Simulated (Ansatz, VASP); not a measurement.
PbO2: VASP beside Ansatz

File INCAR:

```
SYSTEM = PbO2
PREC     = Accurate       ! precision mode
ENCUT    = 520            ! plane-wave cutoff, eV
EDIFF    = 1E-6           ! SCF threshold, eV
ISMEAR   = -1             ! smearing method
SIGMA    = 0.05           ! smearing width, eV
LREAL    = .FALSE.        ! projectors in reciprocal space
LASPH    = .TRUE.         ! aspherical terms in the spheres
NELM     = 80             ! most SCF steps
ALGO     = Normal         ! electronic algorithm
ISIF     = 2              ! what is computed and relaxed
LWAVE    = .FALSE.        ! write WAVECAR
LCHARG   = .FALSE.        ! write CHGCAR
GGA      = PE             ! functional
NBANDS   = 20             ! bands
```

Contents of KPOINTS:

```
regular mesh
0
G
  9 9 9
  0 0 0
```

Contents of POSCAR:

```
PbO2
1.0
    0.0000000000      2.7019920000      2.7019920000
    2.7019920000      0.0000000000      2.7019920000
    2.7019920000      2.7019920000      0.0000000000
Pb O
1 2
Direct
   -0.0038920000      0.0019790000      0.0053630000
    0.7454200000      0.7468610000      0.7419540000
    0.2379960000      0.2722400000      0.2412150000
```

File input.yaml:

```yaml
crystal:
  lattice:
    - [0.0, 2.701992, 2.701992]
    - [2.701992, 0.0, 2.701992]
    - [2.701992, 2.701992, 0.0]
  atoms:
    - { symbol: Pb, position: [-0.003892, 0.001979, 0.005363] }
    - { symbol: O, position: [0.74542, 0.746861, 0.741954] }
    - { symbol: O, position: [0.237996, 0.27224, 0.241215] }
hamiltonian:
  xc: pbe
  pseudopotentials: { kind: paw, azcp: { folder: soft_1 } }
kpoints:
  mp_grid: { grid: [9, 9, 9] }
scf:
  occupations: { method: fermi_dirac, width: 0.05 }
output:
  forces: true
  stress: true
  eigenvalues: true
```

Change from the starting cell: atoms moved at random, drawn with an rms of 0.05 Å.

Alike in both runs: task single point; functional PBE; k mesh 9 × 9 × 9; occupations fermi-dirac, width 0.05 eV; no spin polarisation.

|  | VASP | Ansatz |
| --- | --- | --- |
| version | VASP 6.6.1 | Ansatz 0.2.0 |
| potentials or method | VASP PAW PBE potentials, release 64 (Pb_d, O) | Ansatz PAW soft_1 |
| plane-wave cutoff (eV) | 520 | 420 |
| valence electrons in the cell | 26 | 26 |

```tsv
	VASP	Ansatz	Ansatz less VASP
gap on the k mesh at the Fermi level (eV)	none	none	-
pressure (GPa)	0.9	0.8	-0.15
traceless stress, the component that is largest in VASP (GPa)	-0.51	-0.46	+0.048
rms of the force components (eV/Å)	0.249	0.245	-0.0041
```

Atom by atom the forces differ by 0.005 eV/Å (rms over components). A gap of «none» marks a metal or a gap that the smearing closes.

Spin-orbit coupling is off throughout.
